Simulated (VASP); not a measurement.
Here is a VASP 6.6.1 calculation.

Contents of POSCAR:

```
TaN
1.0
    5.1960008669      0.0000000000      0.0000000000
   -2.5980004334      4.4998687488      0.0000000000
    0.0000000000      0.0000000000      2.9110000000
Ta N
3 3
Direct
    0.3333333333      0.6666666667      0.5000000000
    0.6666666667      0.3333333333      0.5000000000
    0.0000000000      0.0000000000      0.0000000000
    0.3928500000      0.0000000000      0.0000000000
    0.6071500000      0.6071500000      0.0000000000
    0.0000000000      0.3928500000      0.0000000000
```

INCAR.step1

```
PREC = Accurate ; ENCUT = 660
ISMEAR = 0 ; SIGMA = 0.1
LREAL = False ; LASPH = True
NELM = 120 ; NBANDS = 36
GGA = PE ; ALGO = Normal
EDIFF = 1E-5 ; LWAVE = True
LCHARG = False ; GGA_COMPAT = False
```

The input INCAR.step2:

```
PREC = Accurate ; ENCUT = 660
EDIFF = 1E-6 ; ISMEAR = 0
SIGMA = 0.1 ; LREAL = False
LASPH = True ; NELM = 120
ALGO = Normal ; ISIF = 2
LWAVE = False ; LCHARG = False
METAGGA = R2SCAN ; LMIXTAU = True
NBANDS = 36 ; ISTART = 1
GGA_COMPAT = False
```

Contents of KPOINTS:

```
regular mesh
0
Gamma
  6 6 6
```

Potentials or basis: VASP PAW PBE potentials, release 64 (Ta_sv_GW, N).

Launch:

```sh
$ cat potpaw_PBE.64/Ta_sv_GW/POTCAR potpaw_PBE.64/N/POTCAR > POTCAR
$ cp INCAR.step1 INCAR
$ mpirun -np 1 vasp_std > vasp.out
$ cp INCAR.step2 INCAR
$ mpirun -np 1 vasp_std > vasp.out
```

(1) Estimate the pressure.

(2) What does it give for the largest force?

(3) Estimate the band gap on the k mesh.

Answers

(1) 0.4 GPa.

(2) 0.019 eV/Å.

(3) zero (bands 27 and 28 overlap by 2.92 eV).

Caveat: the PAW data sets were made with another functional, which shifts forces and pressure a little; spin-orbit coupling is left out, which moves the levels of the heavy elements.
